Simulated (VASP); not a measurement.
# KBr (Fm-3m) in VASP: notebook

Aim: see how the results for KBr move with the level of theory and the settings. Levels: PBE, LDA, r2SCAN. Tasks: single point.

Program: VASP 6.6.1. These are calculated values, not measurements. Logs are shortened: lines on timing, memory, paths and dates and some standing lists are left out, and cuts for length are marked.

### 1 The cell of the first run

The structure is cubic, space group Fm-3m (No. 225). The conventional cell has a = 6.604 Å, b = 6.604 Å, c = 6.604 Å, α = 90.00°, β = 90.00°, γ = 90.00°. K (site symmetry m-3m) has 6 Br at 3.30 Å within 4.3 Å. Br (site symmetry m-3m) has 6 K at 3.30 Å within 4.3 Å.

### 2 Single point, PBE

INCAR reads:

```
  PREC = Accurate
  ENCUT = 520
  EDIFF = 1E-7
  ISMEAR = -1
  SIGMA = 0.02
  LREAL = False
  LASPH = True
  NELM = 60
  ALGO = Normal
  ISIF = 2
  LWAVE = False
  LCHARG = False
  GGA = PE
  NBANDS = 15
```

KPOINTS reads:

```
regular mesh
0
Gamma
  6 6 6
```

POSCAR reads:

```
KBr
1.0
    0.0000000000      3.3022478291      3.3022478291
    3.3022478291      0.0000000000      3.3022478291
    3.3022478291      3.3022478291      0.0000000000
K Br
1 1
Direct
    0.0000000000      0.0000000000      0.0000000000
    0.5000000000      0.5000000000      0.5000000000
```

Potentials or basis: VASP PAW PBE potentials, release 64 (K_sv, Br).

Started as:

```bash
$ cat potpaw_PBE.64/K_sv/POTCAR potpaw_PBE.64/Br/POTCAR > POTCAR
$ mpirun -np 1 vasp_std > vasp.out
```

OUTCAR:

```text
PREC = Accurate
   ENCUT = 520
   EDIFF = 1E-7
   ISMEAR = -1
   LREAL = False
   LASPH = True
   NELM = 60
   ISIF = 2
   GGA = PE

 ion  position               nearest neighbor table
   1  0.000  0.000  0.000-   2 3.30   2 3.30   2 3.30   2 3.30   2 3.30   2 3.30
   2  0.500  0.500  0.500-   1 3.30   1 3.30   1 3.30   1 3.30   1 3.30   1 3.30

  LATTYP: Found a face centered cubic cell.
 ALAT       =     6.6044956582

  Lattice vectors:

 A1 = (   0.0000000000,   3.3022478291,   3.3022478291)
 A2 = (   3.3022478291,   0.0000000000,   3.3022478291)
 A3 = (   3.3022478291,   3.3022478291,   0.0000000000)

Analysis of symmetry for initial positions (statically):
=====================================================================
 Subroutine PRICEL returns:
 Original cell was already a primitive cell.

 Routine SETGRP: Setting up the symmetry group for a
 face centered cubic supercell.

 Subroutine GETGRP returns: Found 48 space group operations
 (whereof 48 operations were pure point group operations)
 out of a pool of 48 trial point group operations.

The static configuration has the point symmetry O_h .

Analysis of symmetry for dynamics (positions and initial velocities):
=====================================================================
 Subroutine PRICEL returns:
 Original cell was already a primitive cell.

 Routine SETGRP: Setting up the symmetry group for a
 face centered cubic supercell.

 Subroutine GETGRP returns: Found 48 space group operations
 (whereof 48 operations were pure point group operations)
 out of a pool of 48 trial point group operations.

The dynamic configuration has the point symmetry O_h .

 Subroutine INISYM returns: Found 48 space group operations
 (whereof 48 operations are pure point group operations),
 and found     1 'primitive' translations

----------------------------------------------------------------------------------------

                                     Primitive cell

  volume of cell :      72.0210

  direct lattice vectors                    reciprocal lattice vectors
     0.000000000  3.302247829  3.302247829    -0.151412016  0.151412016  0.151412016
     3.302247829  0.000000000  3.302247829     0.151412016 -0.151412016  0.151412016
     3.302247829  3.302247829  0.000000000     0.151412016  0.151412016 -0.151412016

  length of vectors
     4.670083666  4.670083666  4.670083666     0.262253304  0.262253304  0.262253304

  position of ions in fractional coordinates (direct lattice)
     0.000000000  0.000000000  0.000000000
     0.500000000  0.500000000  0.500000000

  ion indices of the primitive-cell ions
   primitive index   ion index
                 1           1
                 2           2

----------------------------------------------------------------------------------------

 KPOINTS: regular mesh

Automatic generation of k-mesh.
 Grid dimensions read from file:
 generate k-points for:    6    6    6

 Generating k-lattice:

  Cartesian coordinates                     Fractional coordinates (reciprocal lattice)
    -0.025235336  0.025235336  0.025235336     0.166666667  0.000000000  0.000000000
     0.025235336 -0.025235336  0.025235336     0.000000000  0.166666667  0.000000000
     0.025235336  0.025235336 -0.025235336     0.000000000  0.000000000  0.166666667

  Length of vectors
     0.043708884  0.043708884  0.043708884

  Shift w.r.t. Gamma in fractional coordinates (k-lattice)
     0.000000000  0.000000000  0.000000000

 Subroutine IBZKPT returns following result:
 ===========================================

 Found     16 irreducible k-points:

 Following reciprocal coordinates:
            Coordinates               Weight
  0.000000  0.000000  0.000000      1.000000
  0.166667  0.000000  0.000000      8.000000
  0.333333  0.000000  0.000000      8.000000
  0.500000  0.000000  0.000000      4.000000
  0.166667  0.166667  0.000000      6.000000
  0.333333  0.166667  0.000000     24.000000
[... 8 lines left out ...]
 -0.333333  0.333333  0.166667     24.000000
 -0.333333  0.500000  0.166667     12.000000
   k-points           NKPTS =     16   k-points in BZ     NKDIM =     16   number of bands    NBANDS=     15
   number of dos      NEDOS =    301   number of ions     NIONS =      2
   total plane-waves  NPLWV =  46656
   dimension x,y,z NGX =    36 NGY =   36 NGZ =   36
   dimension x,y,z NGXF=    72 NGYF=   72 NGZF=   72
   ions per type =               1   1
   NGX,Y,Z   is equivalent  to a cutoff of  12.82, 12.82, 12.82 a.u.
   NGXF,Y,Z  is equivalent  to a cutoff of  25.63, 25.63, 25.63 a.u.
 SYSTEM =  unknown system
   PREC   = accura    normal or accurate (medium, high low for compatibility)
   ISTART =      0    job   : 0-new  1-cont  2-samecut
   ICHARG =      2    charge: 1-file 2-atom 10-const
   ISPIN  =      1    spin polarized calculation?
   LNONCOLLINEAR =      F non collinear calculations
   LSORBIT =      F    spin-orbit coupling
   LASPH  =      T    aspherical Exc in radial PAW
   ENCUT  =  520.0 eV  38.22 Ry    6.18 a.u.   8.68  8.68  8.68*2*pi/ulx,y,z
   NELM   =     60;   NELMIN=  2; NELMDL= -5     # of ELM steps
   EDIFF  = 0.1E-06   stopping-criterion for ELM
   LREAL  =      F    real-space projection
   EDIFFG = 0.1E-05   stopping-criterion for IOM
   NSW    =      0    number of steps for IOM
   IBRION =     -1    ionic relax: 0-MD 1-quasi-New 2-CG
   NFREE  =      0    steps in history (QN), initial steepest desc. (CG)
   ISIF   =      2    stress and relaxation
   ISYM   =      2    0-nonsym 1-usesym 2-fastsym
   POTIM  = 0.5000    time-step for ionic-motion
   TEBEG  =    0.0;   TEEND  =   0.0 temperature during run
   PSTRESS=    0.0 pullay stress
   NELECT =      16.0000    total number of electrons
   NUPDOWN=      -1.0000    fix difference up-down
   EMIN   =  10.00;   EMAX   =-10.00  energy-range for DOS
   EFERMI =   0.00;   METHOD = LEGACY
   ISMEAR =    -1;   SIGMA  =   0.02  broadening in eV -4-tet -1-fermi 0-gaus
   EFERMI_NEDOS =   21; number of points for ismear=-14 and -15
   IALGO  =     38    algorithm
   IMIX   =      4    mixing-type and parameters
     AMIX     =   0.40;   BMIX     =  1.00
     AMIX_MAG =   1.60;   BMIX_MAG =  1.00
  volume/ion in A,a.u.               =      36.01       243.01
  Fermi-wavevector in a.u.,A,eV,Ry     =   0.991506  1.873674 13.375661  0.983083
  Thomas-Fermi vector in A             =   2.123252
   LORBIT       =      0    0 simple, 1 ext, 2 COOP (PROOUT), +10 PAW based schemes
   GGA     = PE    functional components
   LHFCALC =     F    Hartree Fock is set to
   AEXX    =    0.0000 exact exchange contribution
   IVDW    =     0    specifies the selected vdW correction
   LEPSILON=     F    determine dielectric tensor
   LRPA    =     F    only Hartree local field effects (RPA)
 non-spin polarized calculation
  energy-cutoff  :      520.00
  volume of cell :       72.02
 maximum number of plane-waves:      1964
   NGX = 17   NGY = 17   NGZ = 17

 number of electron      15.9999997 magnetization

 Free energy of the ion-electron system (eV)
  ---------------------------------------------------
  ext. energy  EPLUGINS =         0.00000000
  ---------------------------------------------------
  free energy    TOTEN  =        -6.21576934 eV

  energy without entropy =       -6.21576934  energy(sigma->0) =       -6.21576934

 E-fermi :  -1.2240     XC(G=0):  -7.3624

 val. band max:       -1.7486920083   @ k =   0.0000   0.0000   0.0000
 cond. band min:       2.6797224908   @ k =   0.0000   0.0000   0.0000
 fundamental gap:      4.4284144991
 Fermi energy:        -1.2240436777

 k-point     1 :       0.0000    0.0000    0.0000
  band No.  band energies     occupation
      1     -29.5341      2.00000
      2     -14.0384      2.00000
      3     -13.0113      2.00000
      4     -13.0113      2.00000
      5     -13.0113      2.00000
      6      -1.7487      2.00000
      7      -1.7487      2.00000
      8      -1.7487      2.00000
      9       2.6797      0.00000
     10       5.8550      0.00000
     11       5.8550      0.00000
     12       5.8550      0.00000
     13       6.6770      0.00000
     14       6.6770      0.00000
     15       9.8484      0.00000

 k-point     2 :       0.1667    0.0000    0.0000
  band No.  band energies     occupation
      1     -29.5327      2.00000
      2     -14.0896      2.00000
      3     -13.0127      2.00000
      4     -13.0127      2.00000
      5     -12.9427      2.00000
      6      -2.1130      2.00000
      7      -1.8367      2.00000
      8      -1.8367      2.00000
      9       3.3346      0.00000
     10       5.7152      0.00000
     11       6.1788      0.00000
     12       6.1788      0.00000
     13       7.0337      0.00000
     14       7.0337      0.00000
     15      10.7300      0.00000

 k-point     3 :       0.3333    0.0000    0.0000
  band No.  band energies     occupation
      1     -29.5300      2.00000
      2     -14.1771      2.00000
      3     -13.0154      2.00000
      4     -13.0154      2.00000
      5     -12.8196      2.00000
      6      -2.6839      2.00000
      7      -2.0019      2.00000
      8      -2.0019      2.00000
      9       4.4439      0.00000
     10       5.9654      0.00000
     11       7.0449      0.00000
     12       7.0449      0.00000
     13       7.9323      0.00000
     14       7.9323      0.00000
     15       9.7381      0.00000
[... 199 lines left out ...]
 k-point    15 :      -0.3333    0.3333    0.1667
  band No.  band energies     occupation
      1     -29.5273      2.00000
      2     -14.0883      2.00000
      3     -13.0596      2.00000
      4     -13.0466      2.00000
      5     -12.8839      2.00000
      6      -2.5728      2.00000
      7      -2.2750      2.00000
      8      -2.1432      2.00000
      9       5.4558      0.00000
     10       5.8357      0.00000
     11       6.7957      0.00000
     12       7.4049      0.00000
     13       8.5767      0.00000
     14       8.8865      0.00000
     15       9.2790      0.00000

 k-point    16 :      -0.3333    0.5000    0.1667
  band No.  band energies     occupation
      1     -29.5269      2.00000
      2     -14.0155      2.00000
      3     -13.0873      2.00000
      4     -13.0603      2.00000
      5     -12.9462      2.00000
      6      -2.4543      2.00000
      7      -2.2231      2.00000
      8      -2.1958      2.00000
      9       4.8467      0.00000
     10       6.1653      0.00000
     11       6.5421      0.00000
     12       7.4843      0.00000
     13       8.2431      0.00000
     14       9.0372      0.00000
     15       9.5598      0.00000

------------------------ aborting loop because EDIFF is reached ----------------------------------------

  FORCE on cell =-STRESS in cart. coord.  units (eV):
  Direction    XX          YY          ZZ          XY          YZ          ZX
  --------------------------------------------------------------------------------------
  -------------------------------------------------------------------------------------
  Total        0.3232394      0.3232394      0.3232394     -0.0000000      0.0000000      0.0000000
  in kB        7.1907778      7.1907778      7.1907778     -0.0000000      0.0000000      0.0000000
  external PRESSURE =       7.1907778 kB  Pullay stress =       0.0000000 kB

 VOLUME and BASIS-vectors are now :
 -----------------------------------------------------------------------------
  energy-cutoff  :      520.00
  volume of cell :       72.02
      direct lattice vectors                 reciprocal lattice vectors
     0.000000000  3.302247829  3.302247829    -0.151412016  0.151412016  0.151412016
     3.302247829  0.000000000  3.302247829     0.151412016 -0.151412016  0.151412016
     3.302247829  3.302247829  0.000000000     0.151412016  0.151412016 -0.151412016

 POSITION                                       TOTAL-FORCE (eV/Angst)
 -----------------------------------------------------------------------------------
      0.00000      0.00000      0.00000        -0.000000     -0.000000     -0.000000
      3.30225      3.30225      3.30225         0.000000      0.000000      0.000000
 -----------------------------------------------------------------------------------
    total drift:                                0.000000      0.000000      0.000000

  FREE ENERGIE OF THE ION-ELECTRON SYSTEM (eV)
  ---------------------------------------------------
  free  energy   TOTEN  =        -6.2157693443 eV

  energy  without entropy=       -6.2157693443  energy(sigma->0) =       -6.21576934
```

Run time: 9.6 s. Hardware: 1 thread of AMD EPYC 9R45 (Zen 5), shared host; peak memory 0.18 GiB.

What came out:

```yaml
Free_energy: -6.2158 eV
Pressure: 0.7 GPa
Band_gap_on_the_k_mesh: 4.43 eV, direct
```

### 3 Single point, LDA

INCAR reads:

```
PREC = Accurate
ENCUT = 520
EDIFF = 1E-7
ISMEAR = 0
SIGMA = 0.01
LREAL = F
LASPH = T
NELM = 100
ALGO = Normal
ISIF = 2
LWAVE = F
LCHARG = F
GGA = CA
NBANDS = 15
```

KPOINTS is that of step 2.

POSCAR is that of step 2.

Potentials or basis: VASP PAW LDA potentials, release 64 (K_sv, Br).

Started as:

```bash
$ cat potpaw_LDA.64/K_sv/POTCAR potpaw_LDA.64/Br/POTCAR > POTCAR
$ mpirun -np 1 vasp_std > vasp.out
```

Run time: 7.7 s. Hardware: 1 thread of AMD EPYC 9R45 (Zen 5), shared host; peak memory 0.14 GiB.

The run converged. Its results:

| Item | Value |
| --- | --- |
| Free energy | -6.7959 eV |
| Pressure | -1.6 GPa |
| Band gap on the k mesh | 4.03 eV, direct |

Levels at points of the mesh, in eV from the valence-band top:
```
           k point  band 5  band 6  band 7  band 8  band 9  band 10  band 11  band 12
(0.00, 0.00, 0.00)  -11.13    0.00    0.00    0.00    4.03     7.35     7.35     7.35
(0.50, 0.00, 0.00)  -10.90   -1.25   -0.35   -0.35    6.24     7.92     9.52     9.52
(0.50, 0.50, 0.00)  -11.17   -0.85   -0.30   -0.30    5.56     6.85     9.13     9.19
```

### 4 Single point, PBE

This run uses another cell than the first one, of 37.67 Å³/atom, 1.046 times its volume.

INCAR reads:

```
ALGO = Normal
EDIFF = 1E-6
ENCUT = 520
GGA = PE
ISIF = 2
ISMEAR = -1
LASPH = T
LCHARG = F
LREAL = F
LWAVE = F
NBANDS = 15
NELM = 80
PREC = Accurate
SIGMA = 0.02
```

KPOINTS reads:

```
k-points
0
Gamma
  6 6 6
```

POSCAR reads:

```
KBr
1.0
    0.0000000000      3.3523161527      3.3523161527
    3.3523161527      0.0000000000      3.3523161527
    3.3523161527      3.3523161527      0.0000000000
K Br
1 1
Direct
    0.0000000000      0.0000000000      0.0000000000
    0.5000000000      0.5000000000      0.5000000000
```

Potentials or basis: VASP PAW PBE potentials, release 64 (K_sv, Br).

Started as:

```bash
$ cat potpaw_PBE.64/K_sv/POTCAR potpaw_PBE.64/Br/POTCAR > POTCAR
$ mpirun -np 1 vasp_std > vasp.out
```

It took 8.6 s on 1 thread of AMD EPYC 9R45 (Zen 5), shared host; peak memory 0.18 GiB.

The run converged. Its results:

```
Free energy            : -6.2236 eV
Pressure               : 0.0 GPa
Band gap on the k mesh : 4.31 eV, direct
```

Levels at points of the mesh, in eV from the valence-band top:
```tsv
k point	band 4	band 5	band 6	band 7	band 8	band 9	band 10	band 11	band 12	band 13
(0.00, 0.00, 0.00)	-11.36	-11.36	0.00	0.00	0.00	4.31	7.59	7.59	7.59	8.38
(0.50, 0.00, 0.00)	-11.36	-11.13	-1.09	-0.30	-0.30	6.49	8.05	9.63	9.63	9.92
(0.50, 0.50, 0.00)	-11.39	-11.39	-0.76	-0.27	-0.27	5.91	7.03	9.25	9.29	9.50
```

(Part 1 of 2 ends here.)
